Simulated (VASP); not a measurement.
# Si (C2/m) in VASP: notebook, part 2 of 2

VASP 6.6.1.

### Step 3. Single point, LDA (strain +0.0750 x Voigt [0, 0, 0, 0, 0, 1])

The input, INCAR:

```
SYSTEM = Si
PREC = Accurate
ENCUT = 520
EDIFF = 1E-6
ISMEAR = 0
SIGMA = 0.15
LREAL = .False.
LASPH = .True.
NELM = 80
ALGO = Fast
ISIF = 2
LWAVE = .False.
LCHARG = .False.
GGA = CA
NBANDS = 16
```

The input, KPOINTS:

```
Automatic mesh
0
Gamma
  14 14 14
  0 0 0
```

The input, POSCAR:

```
Si
1.0
    0.0992757846      2.6473542551      4.5885893296
    2.4320087322      0.0912003275      4.5885893296
    2.5312845168      2.7385545826      0.0000000000
Si
4
Direct
    0.7297169282      0.2702830718      0.7297169282
    0.2702830718      0.7297169282      0.2702830718
    0.7744251954      0.7744251954      0.2255748046
    0.2255748046      0.2255748046      0.7744251954
```

Potentials or basis: VASP PAW LDA potentials, release 64 (Si).

Command:

```sh
cat potpaw_LDA.64/Si/POTCAR > POTCAR
mpirun -np 1 vasp_std > vasp.out
```

OUTCAR:

```text
SYSTEM = Si
   PREC = Accurate
   ENCUT = 520
   EDIFF = 1E-6
   ISMEAR = 0
   LREAL = .False.
   LASPH = .True.
   NELM = 80
   ISIF = 2
   GGA = CA

 ion  position               nearest neighbor table
   1  0.730  0.270  0.730-   2 2.43   2 2.43   2 2.46   3 2.52   4 2.52   3 2.80   4 2.80   2 2.86

   2  0.270  0.730  0.270-   1 2.43   1 2.43   1 2.46   4 2.52   3 2.52   4 2.80   3 2.80   1 2.86

   3  0.774  0.774  0.226-   4 2.47   4 2.47   1 2.52   2 2.52   4 2.69   4 2.69   2 2.80   1 2.80

   4  0.226  0.226  0.774-   3 2.47   3 2.47   2 2.52   1 2.52   3 2.69   3 2.69   2 2.80   1 2.80

  LATTYP: Found a base centered monoclinic cell.
 ALAT       =     4.8674362752
 B/A-ratio  =     1.8854234838
 C/A-ratio  =     0.7109642253
 COS(beta)  =    -0.6459352220

  Lattice vectors:

 A1 = (   2.4320087322,   0.0912003275,   4.5885893296)
 A2 = (   2.4320087322,   0.0912003275,  -4.5885893296)
 A3 = (  -2.3327329476,   2.5561539276,   0.0000000000)

Analysis of symmetry for initial positions (statically):
=====================================================================
 Subroutine PRICEL returns:
 Original cell was already a primitive cell.

 Routine SETGRP: Setting up the symmetry group for a
 base centered monoclinic supercell.

 Subroutine GETGRP returns: Found  4 space group operations
 (whereof  4 operations were pure point group operations)
 out of a pool of  4 trial point group operations.

The static configuration has the point symmetry C_2h.

Analysis of symmetry for dynamics (positions and initial velocities):
=====================================================================
 Subroutine PRICEL returns:
 Original cell was already a primitive cell.

 Routine SETGRP: Setting up the symmetry group for a
 base centered monoclinic supercell.

 Subroutine GETGRP returns: Found  4 space group operations
 (whereof  4 operations were pure point group operations)
 out of a pool of  4 trial point group operations.

The dynamic configuration has the point symmetry C_2h.

 Subroutine INISYM returns: Found  4 space group operations
 (whereof  4 operations are pure point group operations),
 and found     1 'primitive' translations

----------------------------------------------------------------------------------------

                                     Primitive cell

  volume of cell :      59.0032

  direct lattice vectors                    reciprocal lattice vectors
     0.099275785  2.647354255  4.588589330    -0.212973404  0.196854312  0.108965951
     2.432008732  0.091200327  4.588589330     0.212973404 -0.196854312  0.108965951
     2.531284517  2.738554583  0.000000000     0.198788370  0.181413246 -0.108965951

  length of vectors
     5.298442438  5.194048133  3.729220094     0.309811022  0.309811022  0.290346621

  position of ions in fractional coordinates (direct lattice)
     0.729716928  0.270283072  0.729716928
     0.270283072  0.729716928  0.270283072
     0.774425195  0.774425195  0.225574805
     0.225574805  0.225574805  0.774425195

  ion indices of the primitive-cell ions
   primitive index   ion index
                 1           1
                 2           2
                 3           3
                 4           4

----------------------------------------------------------------------------------------

 KPOINTS: Automatic mesh

Automatic generation of k-mesh.
 Grid dimensions read from file:
 generate k-points for:   14   14   14

 Generating k-lattice:

  Cartesian coordinates                     Fractional coordinates (reciprocal lattice)
    -0.015212386  0.014061022  0.007783282     0.071428571  0.000000000  0.000000000
     0.015212386 -0.014061022  0.007783282     0.000000000  0.071428571  0.000000000
     0.014199169  0.012958089 -0.007783282     0.000000000  0.000000000  0.071428571

  Length of vectors
     0.022129359  0.022129359  0.020739044

  Shift w.r.t. Gamma in fractional coordinates (k-lattice)
     0.000000000  0.000000000  0.000000000

 Subroutine IBZKPT returns following result:
 ===========================================

 Found    744 irreducible k-points:

 Following reciprocal coordinates:
            Coordinates               Weight
  0.000000  0.000000  0.000000      1.000000
  0.071429  0.000000 -0.000000      4.000000
  0.142857  0.000000 -0.000000      4.000000
  0.214286  0.000000 -0.000000      4.000000
  0.285714 -0.000000 -0.000000      4.000000
  0.357143  0.000000 -0.000000      4.000000
[... 16 lines left out ...]
  0.214286  0.142857 -0.000000      4.000000
  0.285714  0.142857 -0.000000      4.000000
 [... further k-points ...]
   k-points           NKPTS =    744   k-points in BZ     NKDIM =    744   number of bands    NBANDS=     16
   number of dos      NEDOS =    301   number of ions     NIONS =      4
   total plane-waves  NPLWV =  44800
   dimension x,y,z NGX =    40 NGY =   40 NGZ =   28
   dimension x,y,z NGXF=    80 NGYF=   80 NGZF=   56
   ions per type =               4
   NGX,Y,Z   is equivalent  to a cutoff of  12.55, 12.80, 12.48 a.u.
   NGXF,Y,Z  is equivalent  to a cutoff of  25.10, 25.61, 24.96 a.u.
 SYSTEM =  Si
   PREC   = accura    normal or accurate (medium, high low for compatibility)
   ISTART =      0    job   : 0-new  1-cont  2-samecut
   ICHARG =      2    charge: 1-file 2-atom 10-const
   ISPIN  =      1    spin polarized calculation?
   LNONCOLLINEAR =      F non collinear calculations
   LSORBIT =      F    spin-orbit coupling
   LASPH  =      T    aspherical Exc in radial PAW
   ENCUT  =  520.0 eV  38.22 Ry    6.18 a.u.   9.85  9.66  6.93*2*pi/ulx,y,z
   NELM   =     80;   NELMIN=  2; NELMDL= -5     # of ELM steps
   EDIFF  = 0.1E-05   stopping-criterion for ELM
   LREAL  =      F    real-space projection
   EDIFFG = 0.1E-04   stopping-criterion for IOM
   NSW    =      0    number of steps for IOM
   IBRION =     -1    ionic relax: 0-MD 1-quasi-New 2-CG
   NFREE  =      0    steps in history (QN), initial steepest desc. (CG)
   ISIF   =      2    stress and relaxation
   ISYM   =      2    0-nonsym 1-usesym 2-fastsym
   POTIM  = 0.5000    time-step for ionic-motion
   TEBEG  =    0.0;   TEEND  =   0.0 temperature during run
   PSTRESS=    0.0 pullay stress
   NELECT =      16.0000    total number of electrons
   NUPDOWN=      -1.0000    fix difference up-down
   EMIN   =  10.00;   EMAX   =-10.00  energy-range for DOS
   EFERMI =   0.00;   METHOD = LEGACY
   ISMEAR =     0;   SIGMA  =   0.15  broadening in eV -4-tet -1-fermi 0-gaus
   EFERMI_NEDOS =   21; number of points for ismear=-14 and -15
   IALGO  =     68    algorithm
   IMIX   =      4    mixing-type and parameters
     AMIX     =   0.40;   BMIX     =  1.00
     AMIX_MAG =   1.60;   BMIX_MAG =  1.00
  volume/ion in A,a.u.               =      14.75        99.54
  Fermi-wavevector in a.u.,A,eV,Ry     =   1.059635  2.002420 15.276988  1.122827
  Thomas-Fermi vector in A             =   2.194988
   LORBIT       =      0    0 simple, 1 ext, 2 COOP (PROOUT), +10 PAW based schemes
   GGA     = CA    functional components
   LHFCALC =     F    Hartree Fock is set to
   AEXX    =    0.0000 exact exchange contribution
   IVDW    =     0    specifies the selected vdW correction
   LEPSILON=     F    determine dielectric tensor
   LRPA    =     F    only Hartree local field effects (RPA)
 non-spin polarized calculation
 RMM-DIIS sequential band-by-band and
 Gauss-broadening in eV      SIGMA  =   0.15
  energy-cutoff  :      520.00
  volume of cell :       59.00
 maximum number of plane-waves:      1609
   NGX = 19   NGY = 19   NGZ = 13

 number of electron      15.9999999 magnetization

 Free energy of the ion-electron system (eV)
  ---------------------------------------------------
  ext. energy  EPLUGINS =         0.00000000
  ---------------------------------------------------
  free energy    TOTEN  =       -22.89826241 eV

  energy without entropy =      -22.88270898  energy(sigma->0) =      -22.89048569

 E-fermi :   9.5325     XC(G=0): -11.1232

 val. band max:        9.5297984658   @ k =   0.0714   0.0714   0.1429
 cond. band min:       9.5334226415   @ k =   0.3571   0.4286   0.0714
 fundamental gap:      0.0036241757
 Fermi energy:         9.5324812305

 k-point     1 :       0.0000    0.0000    0.0000
  band No.  band energies     occupation
      1      -4.4514      2.00000
      2       1.8261      2.00000
      3       2.7284      2.00000
      4       6.3039      2.00000
      5       6.5786      2.00000
      6       7.4511      2.00000
[... 433 lines left out ...]
      3       4.4609      2.00000
      4       5.5583      2.00000
      5       6.0453      2.00000
      6       6.6567      2.00000
[... 8 lines left out ...]
     15      16.3155      0.00000
     16      16.8018      0.00000

 [... further k-points ...]
[... 5 lines left out ...]
  --------------------------------------------------------------------------------------
  -------------------------------------------------------------------------------------
  Total        0.1702707      0.2325542     -0.3231458     -2.1510364      0.0000000      0.0000000
  in kB        4.6235473      6.3147993     -8.7747336    -58.4094499      0.0000000      0.0000000
  external PRESSURE =       0.7212044 kB  Pullay stress =       0.0000000 kB

 VOLUME and BASIS-vectors are now :
 -----------------------------------------------------------------------------
  energy-cutoff  :      520.00
  volume of cell :       59.00
      direct lattice vectors                 reciprocal lattice vectors
     0.099275785  2.647354255  4.588589330    -0.212973404  0.196854312  0.108965951
     2.432008732  0.091200327  4.588589330     0.212973404 -0.196854312  0.108965951
     2.531284517  2.738554583  0.000000000     0.198788370  0.181413246 -0.108965951

 POSITION                                       TOTAL-FORCE (eV/Angst)
 -----------------------------------------------------------------------------------
      2.57690      3.95484      4.58859         0.000576     -0.009844      0.000000
      2.48567      1.52227      4.58859        -0.000576      0.009844      0.000000
      2.53128      2.73855      7.10704         0.000000     -0.000000     -0.021845
      2.53128      2.73855      2.07014        -0.000000     -0.000000      0.021845
 -----------------------------------------------------------------------------------
    total drift:                                0.000000     -0.000000      0.000000

  FREE ENERGIE OF THE ION-ELECTRON SYSTEM (eV)
  ---------------------------------------------------
  free  energy   TOTEN  =       -22.8982624067 eV

  energy  without entropy=      -22.8827089797  energy(sigma->0) =      -22.89048569
```

stdout:

```text
POSCAR found type information on POSCAR Si
 POSCAR found :  1 types and       4 ions
 scaLAPACK will be used
 LDA part: xc-table for (Slater(with rela. corr.)+CA(PZ))
 , standard interpolation
 POSCAR, INCAR and KPOINTS ok, starting setup
 FFT: planning ... GRIDC
 FFT: planning ... GRID_SOFT
 FFT: planning ... GRID
 WAVECAR not read
 entering main loop
```

Wall time 6.9 min (1 thread of Oxide Virtual Turin-like, shared host); peak memory 0.52 GiB.

What came out:

```
Free energy            : -22.8983 eV
Pressure               : 0.1 GPa
Largest force          : 0.022 eV/Å
Band gap on the k mesh : zero (bands 8 and 9 overlap by 4.01 eV)
```

Forces in eV/Å, atoms in the order of the input:
```
Si   0.001 -0.010  0.000
Si  -0.001  0.010  0.000
Si   0.000  0.000 -0.022
Si   0.000  0.000  0.022
```

Caveat: the cell differs from its parent crystal (strain +0.0750 x Voigt [0, 0, 0, 0, 0, 1]).

### Step 4. Single point, LDA (strain +0.0875 x Voigt [0, 0, 0, 0, 0, 1])

The input, INCAR:

```
PREC = Accurate ; ENCUT = 520
EDIFF = 1E-6 ; ISMEAR = 0
SIGMA = 0.15 ; LREAL = False
LASPH = True ; NELM = 100
ALGO = Fast ; ISIF = 2
LWAVE = False ; LCHARG = False
NBANDS = 16
```

The input, KPOINTS:

```
Automatic mesh
0
Gamma
  14 14 14
```

The input, POSCAR:

```
Si
1.0
    0.1158217487      2.6473542551      4.5885893296
    2.4320087322      0.1064003820      4.5885893296
    2.5478304809      2.7537546371      0.0000000000
Si
4
Direct
    0.7297169282      0.2702830718      0.7297169282
    0.2702830718      0.7297169282      0.2702830718
    0.7744251954      0.7744251954      0.2255748046
    0.2255748046      0.2255748046      0.7744251954
```

Command:

```sh
cat potpaw_LDA.64/Si/POTCAR > POTCAR
mpirun -np 1 vasp_std > vasp.out
```

Wall time 7.3 min (1 thread of Oxide Virtual Turin-like, shared host); peak memory 0.52 GiB.

It converged, with:

```yaml
Free_energy: -22.8692 eV
Pressure: 0.1 GPa
Largest_force: 0.025 eV/Å
Band_gap_on_the_k_mesh: zero (bands 8 and 9 overlap by 4.08 eV)
```

Forces in eV/Å, atoms in the order of the input:
```
Si   0.009 -0.011  0.000
Si  -0.009  0.011  0.000
Si   0.000  0.000 -0.025
Si   0.000  0.000  0.025
```

Stress tensor (GPa, compression positive):
```
 0.68 -6.72  0.00
-6.72  0.65  0.00
 0.00  0.00 -1.06
```

Levels at points of the mesh, in eV from the Fermi level:
```csv
k point,band 5,band 6,band 7,band 8,band 9,band 10,band 11,band 12
"(0.00, 0.00, 0.00)",-3.05,-2.14,-1.82,-1.57,-1.33,1.58,1.99,5.09
"(0.50, 0.00, 0.00)",-1.99,-1.71,-1.14,-0.27,-0.10,0.10,2.35,2.39
"(0.50, 0.50, 0.00)",-2.19,-2.08,0.31,1.00,1.76,2.44,2.59,2.67
"(0.00, 0.00, 0.50)",-1.62,-1.18,-0.65,0.45,0.97,1.04,3.76,3.80
"(0.50, 0.00, 0.50)",-5.60,-5.33,-2.82,-2.52,-1.94,-1.75,5.37,6.09
"(0.00, 0.50, 0.50)",-6.89,-6.58,-2.57,-2.05,-1.75,1.38,4.81,5.25
```

Caveat: the cell differs from its parent crystal (strain +0.0875 x Voigt [0, 0, 0, 0, 0, 1]).

### Step 5. Overview

| cell | gap on the mesh (eV) | pressure (GPa) | largest force (eV/Å) |
| --- | --- | --- | --- |
| a = 5.299, b = 5.195, c = 3.416 Å, angles 72.7, 69.4, 42.1°, 4 atoms | none | 0.1 | 0.03 |
| a = 5.298, b = 5.194, c = 3.729 Å, angles 70.7, 67.7, 38.5°, 4 atoms | none | 0.1 | 0.02 |
| a = 5.299, b = 5.194, c = 3.752 Å, angles 70.5, 67.6, 38.2°, 4 atoms | none | 0.1 | 0.03 |

Alike in all rows: task single point; level LDA; potentials or basis VASP PAW LDA potentials, release 64 (Si); no spin polarisation; k mesh 14 × 14 × 14; cutoff (eV) 520; smearing gaussian 0.15 eV.

Absolute energies hang on the potentials; compare differences alone.
